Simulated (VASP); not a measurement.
Write the native input for VASP 6.6.1 that does the following.

- Task: single point
- Functional: r2SCAN
- Potentials or basis: VASP PAW PBE potentials, release 64 (Al, Ti_sv)
- Cutoff: 440 eV
- k mesh: 2 × 2 × 2
- Occupations: gaussian, width 0.1 eV
- Spin: no spin polarisation
- Dipole correction: no
- Further INCAR settings: LREAL = Auto; ALGO = Normal; EDIFF = 1e-06; NBANDS = 76

TiAl32 (a cell with a defect):

```xyz
33
Lattice="8.1000 0.0000 0.0000 0.0000 8.1000 0.0000 0.0000 0.0000 8.1000" Properties=species:S:1:pos:R:3 pbc="T T T"
Al    4.2279   -0.0007    0.0048
Al    6.0760    2.0877   -0.0020
Al    6.0728   -0.0006    1.8472
Al   -0.1776   -0.0008    0.0050
Al    2.0245    2.2029    0.0048
Al    4.1126    4.0512   -0.0020
Al    6.0759    6.0132   -0.0016
Al    2.0270    0.0025    1.4888
Al    3.9758    1.9503    2.1011
Al    6.0761    4.0513    1.9620
Al    4.5944    0.0024    4.0462
Al    6.0727    2.2028    4.0511
Al    6.0725   -0.0009    6.2524
Al   -0.0619    4.0511   -0.0017
Al    2.0243    5.8974    0.0050
Al    0.0755    1.9457    2.1057
Al    2.0245    4.0471    1.8472
Al    3.9701    6.1512    2.1068
Al   -0.5600    0.0021    4.0467
Al    2.0270    2.5673    4.0462
Al    4.2278    4.0470    4.0512
Al    6.0726    5.8975    4.0514
Al    2.0267    0.0020    6.6431
Al    3.9668    1.9413    5.9970
Al    6.0758    4.0510    6.1365
Al    0.0808    6.1553    2.1110
Al   -0.1775    4.0469    4.0514
Al    2.0267    5.5130    4.0467
Al    0.0839    1.9372    5.9930
Al    2.0243    4.0469    6.2525
Al    3.9617    6.1593    5.9920
Al    0.0886    6.1630    5.9884
Ti    2.0148   -0.0127    4.0706
```

The input as run:

POSCAR

```
TiAl32
1.0
    8.1000000000      0.0000000000      0.0000000000
    0.0000000000      8.1000000000      0.0000000000
    0.0000000000      0.0000000000      8.1000000000
Al Ti
32 1
Direct
    0.5219638272     -0.0000880247      0.0005933333
    0.7501274074      0.2577383951     -0.0002466667
    0.7497240741     -0.0000760494      0.2280470370
   -0.0219233333     -0.0001032099      0.0006154321
    0.2499341975      0.2719617284      0.0005890123
    0.5077255556      0.5001541975     -0.0002433333
    0.7501070370      0.7423722222     -0.0002034568
    0.2502525926      0.0003071605      0.1838061728
    0.4908337037      0.2407729630      0.2593954321
    0.7501324691      0.5001627160      0.2422254321
    0.5672051852      0.0002903704      0.4995354321
    0.7497164198      0.2719487654      0.5001385185
    0.7496946914     -0.0001098765      0.7719065432
   -0.0076375309      0.5001337037     -0.0002092593
    0.2499187654      0.7280762963      0.0006183951
    0.0093269136      0.2402129630      0.2599569136
    0.2499413580      0.4996480247      0.2280434568
    0.4901366667      0.7594034568      0.2600951852
   -0.0691313580      0.0002597531      0.4995871605
    0.2502423457      0.3169523457      0.4995287654
    0.5219546914      0.4996355556      0.5001432099
    0.7497000000      0.7280849383      0.5001714815
    0.2502066667      0.0002488889      0.8201328395
    0.4897298765      0.2396676543      0.7403644444
    0.7500987654      0.5001195062      0.7575981481
    0.0099781481      0.7599181481      0.2606212346
   -0.0219167901      0.4996207407      0.5001685185
    0.2502130864      0.6806181481      0.4995922222
    0.0103543210      0.2391655556      0.7398767901
    0.2499148148      0.4996120988      0.7719088889
    0.4891048148      0.7604128395      0.7397580247
    0.0109324691      0.7608687654      0.7393067901
    0.2487441975     -0.0015724691      0.5025427160
```

INCAR.step1

```
SYSTEM = TiAl32
PREC = Accurate
ENCUT = 440
ISMEAR = 0
SIGMA = 0.1
LREAL = Auto
LASPH = .True.
NELM = 120
NBANDS = 76
GGA = PE
ALGO = Normal
EDIFF = 1E-5
LWAVE = .True.
LCHARG = .False.
GGA_COMPAT = .False.
```

INCAR.step2

```
SYSTEM = TiAl32
PREC = Accurate
ENCUT = 440
EDIFF = 1E-6
ISMEAR = 0
SIGMA = 0.1
LREAL = Auto
LASPH = .True.
NELM = 120
ALGO = Normal
ISIF = 2
LWAVE = .False.
LCHARG = .False.
METAGGA = R2SCAN
LMIXTAU = .True.
NBANDS = 76
ISTART = 1
GGA_COMPAT = .False.
```

KPOINTS

```
Automatic mesh
0
Gamma
  2 2 2
  0 0 0
```

Potentials or basis: VASP PAW PBE potentials, release 64 (Al, Ti_sv).

Launch:

```bash
$ cat potpaw_PBE.64/Al/POTCAR potpaw_PBE.64/Ti_sv/POTCAR > POTCAR
$ cp INCAR.step1 INCAR
$ mpirun -np 1 vasp_std > vasp.out
$ cp INCAR.step2 INCAR
$ mpirun -np 1 vasp_std > vasp.out
```

It gave:

The pressure is 2.4 GPa and the largest force is 0.013 eV/Å. The band gap on the k mesh is zero (bands 54 and 55 overlap by 1.05 eV).

Caveat: the k points lie up to 0.39 Å⁻¹ apart, too coarse for converged energies and pressures of a metal; the PAW data sets were made with another functional, which shifts forces and pressure a little.

Wall time 13 min on 1 thread of Intel(R) Xeon(R) 6975P-C (Granite Rapids), with other jobs on the host, peak memory 0.53 GiB.
